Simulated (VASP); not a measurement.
Write the native input for VASP 6.6.1 that does the following.

| Item | Value |
| --- | --- |
| Task | relaxation of cell and atoms |
| Functional | PBE |
| Potentials or basis | VASP PAW PBE potentials, release 64 (Sn_d, Ge_d) |
| Cutoff | 600 eV |
| k mesh | 18 × 18 × 6 |
| Occupations | gaussian, width 0.1 eV |
| Spin | no spin polarisation |
| Dipole correction | no |
| Further INCAR settings | ALGO = Normal; EDIFF = 1e-06; IBRION = 2; EDIFFG = -0.01; NSW = 100; ISIF = 3 |

The structure of SnGe2 lies in POSCAR:

```
SnGe2
1.0
    3.2022502256      0.0000000000      0.0000000000
   -1.6011251128      2.7732300447      0.0000000000
    0.0000000000      0.0000000000      7.8763792616
Sn Ge
1 2
Direct
    0.0000000000      0.0000000000      0.5000000000
    0.6666666667      0.3333333333      0.8670954585
    0.3333333333      0.6666666667      0.1329045415
```

These files were run (other wordings do the same):

INCAR

```
SYSTEM = SnGe2
PREC = Accurate
ENCUT = 600
EDIFF = 1E-6
ISMEAR = 0
SIGMA = 0.1
LREAL = .FALSE.
LASPH = .TRUE.
NELM = 100
ALGO = Normal
ISIF = 3
LWAVE = .FALSE.
LCHARG = .FALSE.
GGA = PE
IBRION = 2
NSW = 100
EDIFFG = -0.01
```

KPOINTS

```
Automatic mesh
0
G
  18 18 6
  0 0 0
```

Potentials or basis: VASP PAW PBE potentials, release 64 (Sn_d, Ge_d).

Run with:

```sh
$ cat potpaw_PBE.64/Sn_d/POTCAR potpaw_PBE.64/Ge_d/POTCAR > POTCAR
$ mpirun -np 1 vasp_std > vasp.out
```

Results of the run:

- Relaxed volume: 22.83 Å³/atom
- Relaxed cell: a = 3.239 Å, b = 3.239 Å, c = 7.540 Å, α = 90.00°, β = 90.00°, γ = 120.00°
- Space group after relaxing (to 0.1 Å): P-3m1 (No. 164)
- Energy gained by relaxing: 12.2 meV/atom
- Ionic steps: 13
- Pressure after relaxing: 0.0 GPa
- Band gap on the k mesh: zero (bands 21 and 22 overlap by 6.65 eV)

Caveat: spin-orbit coupling is left out, which moves the levels of the heavy elements.

Run time: 17 min on 1 thread of Intel(R) Xeon(R) 6975P-C (Granite Rapids), with other jobs on the host, peak memory 0.54 GiB.
